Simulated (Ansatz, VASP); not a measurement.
**One calculation of BP, two programs**

File POSCAR:

```
BP
1.0
    0.0000000000      2.1403825531      2.2683155501
    2.2683155501      0.0000000000      2.2683155501
    2.2683155501      2.1403825531      0.0000000000
B P
1 1
Direct
    0.0000000000      0.0000000000      0.0000000000
    0.2500000000      0.2500000000      0.2500000000
```

Contents of INCAR.step1:

```
SYSTEM = BP
PREC = Accurate
ENCUT = 520
EDIFF = 1E-5
ISMEAR = 0
SIGMA = 0.01
LREAL = .False.
LASPH = .True.
NELM = 60
ALGO = Normal
ISIF = 2
LWAVE = .True.
GGA = PE
NBANDS = 11
```

INCAR.step2

```
SYSTEM = BP
PREC = Accurate
ENCUT = 520
EDIFF = 1E-7
ISMEAR = 0
SIGMA = 0.01
LREAL = .False.
LASPH = .True.
NELM = 60
ALGO = Normal
ISIF = 2
LWAVE = .False.
LCHARG = .True.
GGA = PE
LHFCALC = .True.
HFSCREEN = 0.2079
PRECFOCK = Normal
LELF = .True.
LVHAR = .True.
ISTART = 1
NBANDS = 11
```

Contents of KPOINTS:

```
Automatic mesh
0
Gamma
  6 6 6
  0 0 0
```

Input for Ansatz:

```yaml
crystal:
  lattice:
    - [0.0, 2.1403825531, 2.2683155501]
    - [2.2683155501, 0.0, 2.2683155501]
    - [2.2683155501, 2.1403825531, 0.0]
  atoms:
    - { symbol: B, position: [0.0, 0.0, 0.0] }
    - { symbol: P, position: [0.25, 0.25, 0.25] }
kpoints:
  mp_grid: { grid: [6, 6, 6] }
  band_path:
    path:
      - [0.0, 0.0, 0.0]
      - [-0.5, -0.5, 0.0]
      - [-0.375, -0.375, 0.25]
      - [-0.375, 0.0, 0.375]
      - [0.0, 0.0, 0.5]
      - [-0.5, -0.25, 0.25]
      - [0.414062, 0.0, 0.414062]
    npoints: 1
hamiltonian:
  xc: hse06
scf:
  occupations: { method: fixed }
  n_extra_bands: 4
output:
  forces: true
  stress: true
  eigenvalues: true
  write_density: true
  write_potential: true
  elf: true
  volumetric_format: npy
```

Change from the starting cell: uniaxial_y strain -5.6%.

Alike in both runs: task single point; functional HSE06; k mesh 6 × 6 × 6; no spin polarisation.

```csv
,VASP,Ansatz
version,VASP 6.6.1,Ansatz 0.2.0
potentials or method,"VASP PAW PBE potentials, release 64 (B, P)","plane waves, PAW"
plane-wave cutoff (eV),520,420
occupations,"gaussian, width 0.01 eV",fixed
valence electrons in the cell,8,8
```

```tsv
	VASP	Ansatz	Ansatz less VASP
gap on the k mesh at the Fermi level (eV)	1.10	1.11	+0.006
pressure (GPa)	8.9	9.5	+0.66
traceless stress, the component that is largest in VASP (GPa)	10.58	10.54	-0.041
```

Ansatz's warnings: stress exchange threshold loose, stress scf threshold loose.
